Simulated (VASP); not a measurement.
# Ca (I4/mmm) in VASP: single point with PBEsol

Aim: the single point of Ca with PBEsol.

Program: VASP 6.6.1. These are calculated values, not measurements. Logs are shortened: lines on timing, memory, paths and dates and some standing lists are left out, and cuts for length are marked.

## Step 1: The cell of the first run

The structure is tetragonal, space group I4/mmm (No. 139). The conventional cell has a = 4.761 Å, b = 4.761 Å, c = 4.346 Å, α = 90.00°, β = 90.00°, γ = 90.00°. Ca (site symmetry 4/mmm) has 14 Ca at 4.01 to 4.76 Å within 5.3 Å.

## Step 2: Single point, PBEsol (strained)

INCAR reads:

```
SYSTEM = Ca
PREC = Accurate
ENCUT = 520
EDIFF = 1E-7
ISMEAR = 0
SIGMA = 0.1
LREAL = .False.
LASPH = .True.
NELM = 100
ALGO = Fast
ISIF = 2
LWAVE = .False.
LCHARG = .False.
GGA = PS
NBANDS = 11
```

KPOINTS reads:

```
Automatic mesh
0
Gamma
  14 14 14
  0 0 0
```

POSCAR reads:

```
Ca
1.0
   -2.3806730578      2.3806730578      2.1732093325
    2.3806730578     -2.3806730578      2.1732093325
    2.3806730578      2.3806730578     -2.1732093325
Ca
1
Direct
    0.5000000000      0.5000000000      0.0000000000
```

Potentials or basis: VASP PAW PBE potentials, release 64 (Ca_sv).

Started as:

```
> cat potpaw_PBE.64/Ca_sv/POTCAR > POTCAR
> mpirun -np 1 vasp_std > vasp.out
```

OUTCAR:

```text
SYSTEM = Ca
   PREC = Accurate
   ENCUT = 520
   EDIFF = 1E-7
   ISMEAR = 0
   LREAL = .False.
   LASPH = .True.
   NELM = 100
   ISIF = 2
   GGA = PS

 ion  position               nearest neighbor table
   1  0.500  0.500  0.000-

  LATTYP: Found a body centered tetragonal cell.
 ALAT       =     4.7613461156
 C/A-ratio  =     0.9128550119

  Lattice vectors:

 A1 = (  -2.3806730578,   2.3806730578,   2.1732093325)
 A2 = (   2.3806730578,  -2.3806730578,   2.1732093325)
 A3 = (   2.3806730578,   2.3806730578,  -2.1732093325)

Analysis of symmetry for initial positions (statically):
=====================================================================
 Subroutine PRICEL returns:
 Original cell was already a primitive cell.

 Routine SETGRP: Setting up the symmetry group for a
 body centered tetragonal supercell.

 Subroutine GETGRP returns: Found 16 space group operations
 (whereof 16 operations were pure point group operations)
 out of a pool of 16 trial point group operations.

The static configuration has the point symmetry D_4h.

Analysis of symmetry for dynamics (positions and initial velocities):
=====================================================================
 Subroutine PRICEL returns:
 Original cell was already a primitive cell.

 Routine SETGRP: Setting up the symmetry group for a
 body centered tetragonal supercell.

 Subroutine GETGRP returns: Found 16 space group operations
 (whereof 16 operations were pure point group operations)
 out of a pool of 16 trial point group operations.

The dynamic configuration has the point symmetry D_4h.

 Subroutine INISYM returns: Found 16 space group operations
 (whereof 16 operations are pure point group operations),
 and found     1 'primitive' translations

----------------------------------------------------------------------------------------

                                     Primitive cell

  volume of cell :      49.2676

  direct lattice vectors                    reciprocal lattice vectors
    -2.380673058  2.380673058  2.173209332     0.000000000  0.210024639  0.230074477
     2.380673058 -2.380673058  2.173209332     0.210024639  0.000000000  0.230074477
     2.380673058  2.380673058 -2.173209332     0.210024639  0.210024639  0.000000000

  length of vectors
     4.007249333  4.007249333  4.007249333     0.311519845  0.311519845  0.297019693

  position of ions in fractional coordinates (direct lattice)
     0.500000000  0.500000000  0.000000000

  ion indices of the primitive-cell ions
   primitive index   ion index
                 1           1

----------------------------------------------------------------------------------------

 KPOINTS: Automatic mesh

Automatic generation of k-mesh.
 Grid dimensions read from file:
 generate k-points for:   14   14   14

 Generating k-lattice:

  Cartesian coordinates                     Fractional coordinates (reciprocal lattice)
     0.000000000  0.015001760  0.016433891     0.071428571 -0.000000000  0.000000000
     0.015001760  0.000000000  0.016433891    -0.000000000  0.071428571  0.000000000
     0.015001760  0.015001760  0.000000000     0.000000000  0.000000000  0.071428571

  Length of vectors
     0.022251418  0.022251418  0.021215692

  Shift w.r.t. Gamma in fractional coordinates (k-lattice)
     0.000000000  0.000000000  0.000000000

 Subroutine IBZKPT returns following result:
 ===========================================

 Found    244 irreducible k-points:

 Following reciprocal coordinates:
            Coordinates               Weight
  0.000000  0.000000  0.000000      1.000000
  0.071429  0.000000 -0.000000      8.000000
  0.142857  0.000000 -0.000000      8.000000
  0.214286  0.000000 -0.000000      8.000000
  0.285714  0.000000 -0.000000      8.000000
  0.357143  0.000000 -0.000000      8.000000
[... 16 lines left out ...]
  0.214286  0.142857 -0.000000     16.000000
  0.285714  0.142857 -0.000000     16.000000
 [... further k-points ...]
   k-points           NKPTS =    244   k-points in BZ     NKDIM =    244   number of bands    NBANDS=     11
   number of dos      NEDOS =    301   number of ions     NIONS =      1
   total plane-waves  NPLWV =  27000
   dimension x,y,z NGX =    30 NGY =   30 NGZ =   30
   dimension x,y,z NGXF=    60 NGYF=   60 NGZF=   60
   ions per type =               1
   NGX,Y,Z   is equivalent  to a cutoff of  12.45, 12.45, 12.45 a.u.
   NGXF,Y,Z  is equivalent  to a cutoff of  24.89, 24.89, 24.89 a.u.
 SYSTEM =  Ca
   PREC   = accura    normal or accurate (medium, high low for compatibility)
   ISTART =      0    job   : 0-new  1-cont  2-samecut
   ICHARG =      2    charge: 1-file 2-atom 10-const
   ISPIN  =      1    spin polarized calculation?
   LNONCOLLINEAR =      F non collinear calculations
   LSORBIT =      F    spin-orbit coupling
   LASPH  =      T    aspherical Exc in radial PAW
   ENCUT  =  520.0 eV  38.22 Ry    6.18 a.u.   7.45  7.45  7.45*2*pi/ulx,y,z
   NELM   =    100;   NELMIN=  2; NELMDL= -5     # of ELM steps
   EDIFF  = 0.1E-06   stopping-criterion for ELM
   LREAL  =      F    real-space projection
   EDIFFG = 0.1E-05   stopping-criterion for IOM
   NSW    =      0    number of steps for IOM
   IBRION =     -1    ionic relax: 0-MD 1-quasi-New 2-CG
   NFREE  =      0    steps in history (QN), initial steepest desc. (CG)
   ISIF   =      2    stress and relaxation
   ISYM   =      2    0-nonsym 1-usesym 2-fastsym
   POTIM  = 0.5000    time-step for ionic-motion
   TEBEG  =    0.0;   TEEND  =   0.0 temperature during run
   PSTRESS=    0.0 pullay stress
   NELECT =      10.0000    total number of electrons
   NUPDOWN=      -1.0000    fix difference up-down
   EMIN   =  10.00;   EMAX   =-10.00  energy-range for DOS
   EFERMI =   0.00;   METHOD = LEGACY
   ISMEAR =     0;   SIGMA  =   0.10  broadening in eV -4-tet -1-fermi 0-gaus
   EFERMI_NEDOS =   21; number of points for ismear=-14 and -15
   IALGO  =     68    algorithm
   IMIX   =      4    mixing-type and parameters
     AMIX     =   0.40;   BMIX     =  1.00
     AMIX_MAG =   1.60;   BMIX_MAG =  1.00
  volume/ion in A,a.u.               =      49.27       332.47
  Fermi-wavevector in a.u.,A,eV,Ry     =   0.962102  1.818109 12.594102  0.925640
  Thomas-Fermi vector in A             =   2.091532
   LORBIT       =      0    0 simple, 1 ext, 2 COOP (PROOUT), +10 PAW based schemes
   GGA     = PS    functional components
   LHFCALC =     F    Hartree Fock is set to
   AEXX    =    0.0000 exact exchange contribution
   IVDW    =     0    specifies the selected vdW correction
   LEPSILON=     F    determine dielectric tensor
   LRPA    =     F    only Hartree local field effects (RPA)
 non-spin polarized calculation
 RMM-DIIS sequential band-by-band and
 Gauss-broadening in eV      SIGMA  =   0.10
  energy-cutoff  :      520.00
  volume of cell :       49.27
 maximum number of plane-waves:      1347
 NGX is ok and might be reduce to    30
   NGX = 15   NGY = 15   NGZ = 15

 number of electron      10.0000000 magnetization

 number of electron       9.9999997 magnetization

 Free energy of the ion-electron system (eV)
  ---------------------------------------------------
  ext. energy  EPLUGINS =         0.00000000
  ---------------------------------------------------
  free energy    TOTEN  =        -2.04406610 eV

  energy without entropy =       -2.03732421  energy(sigma->0) =       -2.04069515

 E-fermi :   1.3676     XC(G=0):  -7.3358

 val. band max:        1.3669570598   @ k =  -0.4286  -0.4286   0.2143
 cond. band min:       1.3805920606   @ k =   0.4286   0.1429  -0.0000
 fundamental gap:      0.0136350008
 Fermi energy:         1.3676164478

 k-point     1 :       0.0000    0.0000    0.0000
  band No.  band energies     occupation
      1     -40.8962      2.00000
      2     -21.9017      2.00000
      3     -21.8967      2.00000
      4     -21.8967      2.00000
      5      -2.4260      2.00000
      6       3.1972      0.00000
      7       3.5708      0.00000
      8       3.5708      0.00000
      9       4.0800      0.00000
     10       4.5238      0.00000
     11      10.4580      0.00000

 k-point     2 :       0.0714    0.0000   -0.0000
  band No.  band energies     occupation
      1     -40.8959      2.00000
      2     -21.9046      2.00000
      3     -21.8981      2.00000
      4     -21.8979      2.00000
      5      -2.3415      2.00000
      6       3.2010      0.00000
      7       3.5340      0.00000
      8       3.5700      0.00000
      9       4.0827      0.00000
     10       4.4781      0.00000
     11      10.4420      0.00000

 k-point     3 :       0.1429    0.0000   -0.0000
  band No.  band energies     occupation
      1     -40.8948      2.00000
      2     -21.9151      2.00000
      3     -21.9021      2.00000
      4     -21.8991      2.00000
      5      -2.0916      2.00000
      6       3.1400      0.00000
      7       3.3790      0.00000
      8       3.6553      0.00000
      9       4.1178      0.00000
     10       4.3929      0.00000
     11      10.2304      0.00000

 k-point     4 :       0.2143    0.0000   -0.0000
  band No.  band energies     occupation
      1     -40.8933      2.00000
      2     -21.9310      2.00000
      3     -21.9079      2.00000
      4     -21.8999      2.00000
      5      -1.6869      2.00000
      6       2.9808      0.00000
      7       3.0723      0.00000
      8       3.8938      0.00000
      9       4.2145      0.00000
     10       4.3411      0.00000
     11       8.9621      0.00000
[... 239 lines left out ...]
 k-point    22 :       0.1429    0.1429   -0.0000
  band No.  band energies     occupation
      1     -40.8925      2.00000
      2     -21.9396      2.00000
      3     -21.9074      2.00000
      4     -21.9050      2.00000
      5      -1.4216      2.00000
      6       2.8721      0.00000
      7       2.9388      0.00000
      8       4.0004      0.00000
      9       4.1635      0.00000
     10       4.4453      0.00000
     11       8.8163      0.00000

 k-point    23 :       0.2143    0.1429   -0.0000
  band No.  band energies     occupation
      1     -40.8910      2.00000
      2     -21.9536      2.00000
      3     -21.9143      2.00000
      4     -21.9064      2.00000
      5      -0.8811      2.00000
      6       2.5828      0.00000
      7       2.6923      0.00000
      8       4.1365      0.00000
      9       4.3307      0.00000
     10       4.6065      0.00000
     11       7.5512      0.00000

 k-point    24 :       0.2857    0.1429   -0.0000
  band No.  band energies     occupation
      1     -40.8896      2.00000
      2     -21.9652      2.00000
      3     -21.9217      2.00000
      4     -21.9070      2.00000
      5      -0.2445      2.00000
      6       2.1719      0.00000
      7       2.5387      0.00000
      8       4.1561      0.00000
      9       4.6760      0.00000
     10       4.7569      0.00000
     11       6.5186      0.00000

 [... further k-points ...]

------------------------ aborting loop because EDIFF is reached ----------------------------------------

  FORCE on cell =-STRESS in cart. coord.  units (eV):
  Direction    XX          YY          ZZ          XY          YZ          ZX
  --------------------------------------------------------------------------------------
  -------------------------------------------------------------------------------------
  Total       -0.7878095     -0.7878095     -0.7386285      0.0000000      0.0000000      0.0000000
  in kB      -25.6195063    -25.6195063    -24.0201413      0.0000000      0.0000000      0.0000000
  external PRESSURE =     -25.0863846 kB  Pullay stress =       0.0000000 kB

 VOLUME and BASIS-vectors are now :
 -----------------------------------------------------------------------------
  energy-cutoff  :      520.00
  volume of cell :       49.27
      direct lattice vectors                 reciprocal lattice vectors
    -2.380673058  2.380673058  2.173209332     0.000000000  0.210024639  0.230074477
     2.380673058 -2.380673058  2.173209332     0.210024639  0.000000000  0.230074477
     2.380673058  2.380673058 -2.173209332     0.210024639  0.210024639  0.000000000

 POSITION                                       TOTAL-FORCE (eV/Angst)
 -----------------------------------------------------------------------------------
      0.00000      0.00000      2.17321         0.000000      0.000000      0.000000
 -----------------------------------------------------------------------------------
    total drift:                                0.000000     -0.000000      0.000000

  FREE ENERGIE OF THE ION-ELECTRON SYSTEM (eV)
  ---------------------------------------------------
  free  energy   TOTEN  =        -2.0440661009 eV

  energy  without entropy=       -2.0373242060  energy(sigma->0) =       -2.04069515
```

Run time: 62 s. Hardware: 1 thread of Intel Xeon 6975P-C (Granite Rapids), shared host; peak memory 0.26 GiB.

Results:

* Free energy: -2.0441 eV
* Pressure: -2.5 GPa
* Band gap on the k mesh: zero (bands 5 and 6 overlap by 0.51 eV)

Levels at points of the mesh, in eV from the Fermi level:
```csv
k point,band 3,band 4,band 5,band 6,band 7,band 8
"(0.00, 0.00, 0.00)",-23.26,-23.26,-3.79,1.83,2.20,2.20
"(0.50, 0.00, 0.00)",-23.29,-23.27,-0.76,-0.03,1.12,2.88
"(0.50, 0.50, 0.00)",-23.29,-23.26,-1.00,-0.29,1.57,2.57
"(0.50, 0.50, 0.50)",-23.33,-23.32,0.12,0.25,2.90,2.90
```

Caveat: the cell differs from its parent crystal (strained); the PAW data sets were made with another functional, which shifts forces and pressure a little.
